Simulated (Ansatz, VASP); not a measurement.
## Na in VASP and in Ansatz

```
CELL_PARAMETERS angstrom
0.00000 2.61569 2.61569
2.61569 0.00000 2.61569
2.61569 2.61569 0.00000
ATOMIC_POSITIONS crystal
Na 0.00000 0.00000 0.00000
```

Alike in both runs: functional PBE; k mesh 8 × 8 × 8; occupations gaussian, width 0.1 eV; no spin polarisation.

Ansatz relaxed the structure, and its values are those at the end. VASP's run is a single point on that final structure, the one shown.

|  | VASP | Ansatz |
| --- | --- | --- |
| version | VASP 6.6.1 | Ansatz 0.2.0 |
| potentials or method | VASP PAW PBE potentials, release 64 (Na_pv), cutoff 500 eV | scalar-relativistic, plane waves, PAW |
| valence electrons in the cell | 7 | 9 |

VASP gave:

```
gap on the k mesh at the Fermi level (eV) : none
pressure (GPa)                            : 0.2
```

Task: Estimate Ansatz's values.

Result: gap on the k mesh at the Fermi level (eV): none; pressure (GPa): 0.3.

A gap of «none» marks a metal or a gap that the smearing closes. VASP's potentials hold 7 valence electrons a cell and Ansatz's 9, so a difference there can come from the potentials and not from the codes.
